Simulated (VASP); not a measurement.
# Ir4F in VASP: a series of runs, part 2 of 2

VASP 6.6.1.

## 3. Single point, PBE

INCAR

```
  ALGO = Normal
  DIPOL = 0.5 0.5 0.348
  EDIFF = 1E-7
  ENCUT = 520
  GGA = PE
  IDIPOL = 3
  ISIF = 2
  ISMEAR = 0
  LASPH = T
  LCHARG = F
  LDIPOL = T
  LREAL = F
  LWAVE = F
  NBANDS = 30
  NELM = 80
  PREC = Accurate
  SIGMA = 0.1
```

KPOINTS

```
k-points
0
Gamma
  10 7 1
```

POSCAR

```
Ir4F
1.0
    2.7367600872      0.0000000000      0.0000000000
    0.0000000000      3.8703632323      0.0000000000
    0.0000000000      0.0000000000     19.4599433740
Ir F
4 1
Direct
    0.5000000000      0.5000000000      0.2055504440
    0.0000000000      0.0000000000      0.2758682253
    0.5000000000      0.5000000000      0.3454282602
    0.0000000000      0.0000000000      0.4090424736
    0.1666666667      0.0000000000      0.5042023085
```

Potentials or basis: VASP PAW PBE potentials, release 64 (Ir, F).

Launch:

```console
cat potpaw_PBE.64/Ir/POTCAR potpaw_PBE.64/F/POTCAR > POTCAR
mpirun -np 1 vasp_std > vasp.out
```

OUTCAR:

```text
EDIFF = 1E-7
   ENCUT = 520
   GGA = PE
   ISIF = 2
   ISMEAR = 0
   LASPH = T
   LREAL = F
   NELM = 80
   PREC = Accurate

 ion  position               nearest neighbor table
   1  0.500  0.500  0.206-   3 2.72   2 2.74   2 2.74   2 2.74   2 2.74
   2  0.000  0.000  0.276-   4 2.59   3 2.73   3 2.73   3 2.73   3 2.73   1 2.74   1 2.74   1 2.74
                             1 2.74
   3  0.500  0.500  0.345-   4 2.67   4 2.67   4 2.67   4 2.67   1 2.72   2 2.73   2 2.73   2 2.73
                             2 2.73
   4  0.000  0.000  0.409-   5 1.91   2 2.59   3 2.67   3 2.67   3 2.67   3 2.67
   5  0.167  0.000  0.504-   4 1.91

  LATTYP: Found a simple orthorhombic cell.
 ALAT       =     2.7367600872
 B/A-ratio  =     1.4142135624
 C/A-ratio  =     7.1105770159

  Lattice vectors:

 A1 = (   2.7367600872,   0.0000000000,   0.0000000000)
 A2 = (   0.0000000000,   3.8703632323,   0.0000000000)
 A3 = (   0.0000000000,   0.0000000000,  19.4599433740)

Analysis of symmetry for initial positions (statically):
=====================================================================
 Subroutine PRICEL returns:
 Original cell was already a primitive cell.

 Routine SETGRP: Setting up the symmetry group for a
 simple orthorhombic supercell.

 Subroutine GETGRP returns: Found  2 space group operations
 (whereof  2 operations were pure point group operations)
 out of a pool of  8 trial point group operations.

The static configuration has the point symmetry C_1h.

Analysis of symmetry for dynamics (positions and initial velocities):
=====================================================================
 Subroutine PRICEL returns:
 Original cell was already a primitive cell.

 Routine SETGRP: Setting up the symmetry group for a
 simple orthorhombic supercell.

 Subroutine GETGRP returns: Found  2 space group operations
[... 133 lines left out ...]
   GGA     = PE    functional components
   LHFCALC =     F    Hartree Fock is set to
   AEXX    =    0.0000 exact exchange contribution
   IVDW    =     0    specifies the selected vdW correction
   LEPSILON=     F    determine dielectric tensor
   LRPA    =     F    only Hartree local field effects (RPA)
 non-spin polarized calculation
 Gauss-broadening in eV      SIGMA  =   0.10
  energy-cutoff  :      520.00
  volume of cell :      206.12
 maximum number of plane-waves:      5602
   NGX = 11   NGY = 15   NGZ = 73

 dipolmoment           0.000000      0.000000     -0.052358 electrons x Angstroem

 number of electron      42.9999999 magnetization

 dipolmoment           0.000000      0.000000      0.173801 electrons x Angstroem

 Free energy of the ion-electron system (eV)
  ---------------------------------------------------
  ext. energy  EPLUGINS =         0.00000000
  ---------------------------------------------------
  free energy    TOTEN  =       -35.79329832 eV

  energy without entropy =      -35.75588453  energy(sigma->0) =      -35.77459143

 E-fermi :  -1.6075     XC(G=0):  -5.3385

 val. band max:       -1.6133076579   @ k =   0.3000   0.1429   0.0000
 cond. band min:      -1.5995006570   @ k =   0.0000   0.0000   0.0000
 fundamental gap:      0.0138070009
 Fermi energy:        -1.6075459131

 k-point     1 :       0.0000    0.0000    0.0000
  band No.  band energies     occupation
      1     -24.2778      2.00000
      2     -11.1910      2.00000
      3      -8.6229      2.00000
      4      -8.4244      2.00000
      5      -7.7139      2.00000
      6      -7.0944      2.00000
[... 781 lines left out ...]
     29       5.1759      0.00000
     30       5.5906      0.00000

------------------------ aborting loop because EDIFF is reached ----------------------------------------

 vacuum level on the upper side and lower side of the slab       (xc-potential included)         1.437        -1.453

  FORCE on cell =-STRESS in cart. coord.  units (eV):
  Direction    XX          YY          ZZ          XY          YZ          ZX
  --------------------------------------------------------------------------------------
  -------------------------------------------------------------------------------------
  Total       -5.3783393     -4.3892628      0.9069836      0.0000000      0.0000000     -0.7129111
  in kB      -41.8050506    -34.1171022      7.0498522      0.0000000      0.0000000     -5.5413546
  external PRESSURE =     -22.9574336 kB  Pullay stress =       0.0000000 kB

 VOLUME and BASIS-vectors are now :
 -----------------------------------------------------------------------------
  energy-cutoff  :      520.00
  volume of cell :      206.12
      direct lattice vectors                 reciprocal lattice vectors
     2.736760087  0.000000000  0.000000000     0.365395566  0.000000000  0.000000000
     0.000000000  3.870363232  0.000000000     0.000000000  0.258373682  0.000000000
     0.000000000  0.000000000 19.459943374     0.000000000  0.000000000  0.051387611

 POSITION                                       TOTAL-FORCE (eV/Angst)
 -----------------------------------------------------------------------------------
      1.36838      1.93518      4.00000        -0.051459      0.000000      0.892786
      0.00000      0.00000      5.36838        -0.104314      0.000000     -1.514657
      1.36838      1.93518      6.72201         0.106330      0.000000     -0.092086
      0.00000      0.00000      7.95994         0.618199      0.000000      0.460006
      0.45613      0.00000      9.81175        -0.568756      0.000000      0.253952
 -----------------------------------------------------------------------------------
    total drift:                                0.000608      0.000000     -0.000145

  FREE ENERGIE OF THE ION-ELECTRON SYSTEM (eV)
  ---------------------------------------------------
  free  energy   TOTEN  =       -35.7932983202 eV

  energy  without entropy=      -35.7558845318  energy(sigma->0) =      -35.77459143

 vacuum level on the upper side and lower side of the slab         6.371         3.402
```

OSZICAR:

```text
N       E                     dE             d eps       ncg     rms          rms(c)
DAV:   1     0.424109378868E+03    0.42411E+03   -0.17089E+04  1448   0.119E+03
DAV:   2     0.112585808581E+02   -0.41285E+03   -0.37706E+03  1488   0.366E+02
DAV:   3    -0.375127125488E+02   -0.48771E+02   -0.45972E+02  2000   0.118E+02
[... 17 lines left out ...]
DAV:  21    -0.357932761178E+02   -0.22255E-04   -0.65884E-06  1770   0.243E-02    0.239E-02
DAV:  22    -0.357932857804E+02   -0.96626E-05   -0.73717E-06  1742   0.196E-02    0.119E-02
DAV:  23    -0.357932917465E+02   -0.59661E-05   -0.23461E-06  2060   0.118E-02    0.570E-03
DAV:  24    -0.357932974025E+02   -0.56560E-05   -0.15360E-06  1804   0.979E-03    0.287E-03
DAV:  25    -0.357932984059E+02   -0.10034E-05   -0.65648E-07  1616   0.523E-03    0.449E-03
DAV:  26    -0.357932983202E+02    0.85714E-07   -0.22953E-07  1174   0.301E-03
   1 F= -.35793298E+02 E0= -.35774591E+02  d E =-.374138E-01
```

stdout:

```text
POSCAR found type information on POSCAR IrF
 POSCAR found :  2 types and       5 ions
 scaLAPACK will be used
 LDA part: xc-table for (Slater+PW92), standard interpolation
 POSCAR, INCAR and KPOINTS ok, starting setup
 FFT: planning ... GRIDC
 FFT: planning ... GRID_SOFT
 FFT: planning ... GRID
 WAVECAR not read
 entering main loop
```

Wall time 4.2 min (1 thread of Intel Xeon Platinum 8488C (Sapphire Rapids), shared host); peak memory 0.34 GiB.

What came out:

* Free energy: -35.7933 eV
* Largest force: 1.518 eV/Å
* Band gap on the k mesh: zero (an odd number of electrons rules out a gap without spin polarisation)

Forces on the atoms (eV/Å):
```
Ir  -0.051  0.000  0.893
Ir  -0.104  0.000 -1.515
Ir   0.106  0.000 -0.092
Ir   0.618  0.000  0.460
F   -0.569  0.000  0.254
```

Levels at points of the mesh, in eV from the Fermi level:
```tsv
k point	band 20	band 21	band 22	band 23	band 24	band 25
(0.00, 0.00, 0.00)	-0.98	-0.48	0.01	0.12	0.26	0.53
(0.50, 0.00, 0.00)	0.39	0.52	0.96	1.10	1.23	2.92
```

Caveat: spin-orbit coupling is left out, which moves the levels of the heavy elements; an odd number of electrons without spin polarisation forces a metal; a magnetic or distorted state may lie lower.
